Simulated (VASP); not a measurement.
A run of VASP 6.6.1:

File INCAR:

```
PREC     = Accurate       # precision mode
ENCUT    = 520            # plane-wave cutoff, eV
EDIFF    = 1E-6           # SCF threshold, eV
ISMEAR   = -1             # smearing method
SIGMA    = 0.06122561905347299 # smearing width, eV
LREAL    = False          # projectors in reciprocal space
LASPH    = True           # aspherical terms in the spheres
NELM     = 100            # most SCF steps
ALGO     = Normal         # electronic algorithm
ISIF     = 2              # what is computed and relaxed
LWAVE    = False          # write WAVECAR
LCHARG   = True           # write CHGCAR
GGA      = PE             # functional
LELF     = True           # ELF
LVHAR    = True         
NBANDS   = 10             # bands
```

File KPOINTS:

```
regular mesh
0
Gamma
  20 20 20
```

File POSCAR:

```
Br
1.0
    0.0000000000      2.3636382168      2.3636382168
    2.3636382168      0.0000000000      2.3636382168
    2.3636382168      2.3636382168      0.0000000000
Br
1
Direct
    0.0000000000      0.0000000000      0.0000000000
```

Potentials or basis: VASP PAW PBE potentials, release 64 (Br).

Launch:

```bash
$ cat potpaw_PBE.64/Br/POTCAR > POTCAR
$ mpirun -np 1 vasp_std > vasp.out
```

Hardware: 1 thread of AMD EPYC 9R45 96-Core Processor (Zen 5), with other jobs on the host.

Q: Estimate the wall time of this run.

A: It took 34 s on 1 thread of AMD EPYC 9R45 96-Core Processor (Zen 5), on a shared host, peak memory 0.17 GiB. Counts: scf iterations 10, k points 256.
